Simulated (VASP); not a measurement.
Wanted: the native input for a VASP 6.6.1 run.

- Task: relaxation of the atoms
- Functional: PBE
- Potentials or basis: VASP PAW PBE potentials, release 64 (Si, Ti_sv)
- Cutoff: 520 eV
- k mesh: 2 × 2 × 2
- Occupations: gaussian, width 0.02 eV
- Spin: no spin polarisation
- Dipole correction: no
- Further INCAR settings: LREAL = Auto; ALGO = Normal; EDIFF = 1e-06; IBRION = 2; EDIFFG = -0.03; NSW = 80

The structure of TiSi16 (a cell with a defect) lies in POSCAR:

```
TiSi16
1.0
    0.0000000000      5.4300000000      5.4300000000
    5.4300000000      0.0000000000      5.4300000000
    5.4300000000      5.4300000000      0.0000000000
Si Ti
16 1
Direct
    0.0000000000      0.0000000000      0.0000000000
    0.1250000000      0.1250000000      0.1250000000
    0.0000000000      0.0000000000      0.5000000000
    0.1250000000      0.1250000000      0.6250000000
    0.0000000000      0.5000000000      0.0000000000
    0.1250000000      0.6250000000      0.1250000000
    0.0000000000      0.5000000000      0.5000000000
    0.1250000000      0.6250000000      0.6250000000
    0.5000000000      0.0000000000      0.0000000000
    0.6250000000      0.1250000000      0.1250000000
    0.5000000000      0.0000000000      0.5000000000
    0.6250000000      0.1250000000      0.6250000000
    0.5000000000      0.5000000000      0.0000000000
    0.6250000000      0.6250000000      0.1250000000
    0.5000000000      0.5000000000      0.5000000000
    0.6250000000      0.6250000000      0.6250000000
    0.7520971500      0.7458507100      0.7510176100
```

One way to write it, as run:

INCAR

```
PREC = Accurate
ENCUT = 520
EDIFF = 1E-6
ISMEAR = 0
SIGMA = 0.02
LREAL = Auto
LASPH = T
NELM = 100
ALGO = Normal
ISIF = 2
LWAVE = F
LCHARG = F
GGA = PE
IBRION = 2
NSW = 80
EDIFFG = -0.03
```

KPOINTS

```
regular mesh
0
Gamma
  2 2 2
```

Potentials or basis: VASP PAW PBE potentials, release 64 (Si, Ti_sv).

Command:

```bash
$ cat potpaw_PBE.64/Si/POTCAR potpaw_PBE.64/Ti_sv/POTCAR > POTCAR
$ mpirun -np 1 vasp_std > vasp.out
```

Results of the run:

```yaml
Energy_gained_by_relaxing: 23.0 meV/atom
Ionic_steps: 7
Pressure_after_relaxing: 4.0 GPa
Largest_force_after_relaxing: 0.013 eV/Å
Band_gap_on_the_k_mesh: zero (bands 38 and 39 overlap by 0.43 eV)
```

Caveat: the k points lie up to 0.50 Å⁻¹ apart.

Run time: 15 min on 1 thread of Oxide Virtual Turin-like Processor, on a shared host, peak memory 0.52 GiB.
